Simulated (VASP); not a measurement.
Crystal: ScBi2.

```xyz
3
Lattice="4.3277 0.0000 0.0000 -2.1639 3.7479 0.0000 0.0000 0.0000 4.6728" Properties=species:S:1:pos:R:3 pbc="T T T"
Sc    0.0000    0.0000    0.0000
Bi    0.0000    2.4986    2.3364
Bi    2.1639    1.2493    2.3364
```

```yaml
Program: VASP 6.6.1
Task: relaxation of cell and atoms
Functional: PBE
Potentials_or_basis: VASP PAW PBE potentials, release 64 (Sc_sv, Bi_d)
Cutoff: 600 eV
k_mesh: 6 × 6 × 4
Occupations: gaussian, width 0.1 eV
Spin: no spin polarisation
```

At the start: pressure 41.2 GPa; volume 25.26 Å³/atom.

Problem. How do energy, volume and symmetry change on relaxing?

Solution. Over 15 steps the energy falls by 2015.3 meV/atom and the volume is 29.16 Å³/atom (+15.4 %); space group P6/mmm (No. 191, to 0.1 Å) before and after.

The path:
```tsv
step	energy change (eV)	largest force (eV/Å)	pressure (GPa)	volume (Å³)
1	0.0000	0.0000	41.22	75.79
2	-2.4934	0.0000	-8.28	162.45
3	-4.7429	0.0000	-3.72	112.12
4	-4.7488	0.0000	-3.35	111.06
5	-4.7506	0.0000	-2.95	109.95
6	-5.2180	0.0000	-2.50	102.01
7	-5.6325	0.0000	9.40	76.96
8	-5.6237	0.0000	-0.81	92.64
9	-5.9703	0.0000	1.76	85.48
10	-5.9572	0.0000	4.79	81.25
11	-5.9965	0.0000	2.95	83.57
12	-5.9435	0.0000	-0.50	88.42
13	-6.0351	0.0000	1.30	85.45
14	-6.0429	0.0000	-0.64	88.54
15	-6.0458	0.0000	0.01	87.47
```

Final structure:
```
Sc Bi
1.0
     5.46131    0.00000    0.00000
    -2.73066    4.72964    0.00000
     0.00000    0.00000    3.38619
Sc Bi
1 2
Direct
  0.00000 0.00000 0.00000
  0.33333 0.66667 0.50000
  0.66667 0.33333 0.50000
```

Caveat: the volume moved by over 15 % at a fixed basis, so the end points are rough.
